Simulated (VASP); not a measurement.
The system is Ta.

```xyz
2
Lattice="0.0000 2.8999 2.8999 2.8999 0.0000 2.8999 2.8999 2.8999 0.0000" Properties=species:S:1:pos:R:3 pbc="T T T"
Ta    0.7250    0.7250    0.7250
Ta    5.0748    5.0748    5.0748
```

* Program: VASP 6.6.1
* Task: relaxation of cell and atoms
* Functional: PBEsol
* Potentials or basis: VASP PAW PBE potentials, release 64 (Ta_pv)
* Cutoff: 600 eV
* k mesh: 9 × 9 × 9
* Occupations: fermi-dirac, width 0.1 eV
* Spin: no spin polarisation

At the start: pressure 9.6 GPa; volume 24.39 Å³/atom.

Question: How do energy, volume and symmetry change on relaxing?

Answer: Over 7 steps the energy falls by 76.2 meV/atom and the volume is 27.11 Å³/atom (+11.2 %); space group Fd-3m (No. 227, to 0.05 Å).

The path:
```
step  energy change (eV)  largest force (eV/Å)  pressure (GPa)  volume (Å³)
   1              0.0000                0.0000            9.61        48.77
   2             -0.0342                0.0000           -6.32        59.84
   3             -0.1523                0.0000           -0.10        54.33
   4             -0.1523                0.0000            0.06        54.22
   5             -0.1523                0.0000            0.07        54.22
   6             -0.1523                0.0000            0.07        54.22
   7             -0.1523                0.0000            0.06        54.22
```

Final structure:
```xyz
2
Lattice="0.0000 3.0040 3.0040 3.0040 0.0000 3.0040 3.0040 3.0040 0.0000" Properties=species:S:1:pos:R:3 pbc="T T T"
Ta    0.7510    0.7510    0.7510
Ta    5.2570    5.2570    5.2570
```

Caveat: the PAW data sets were made with another functional, which shifts forces and pressure a little.
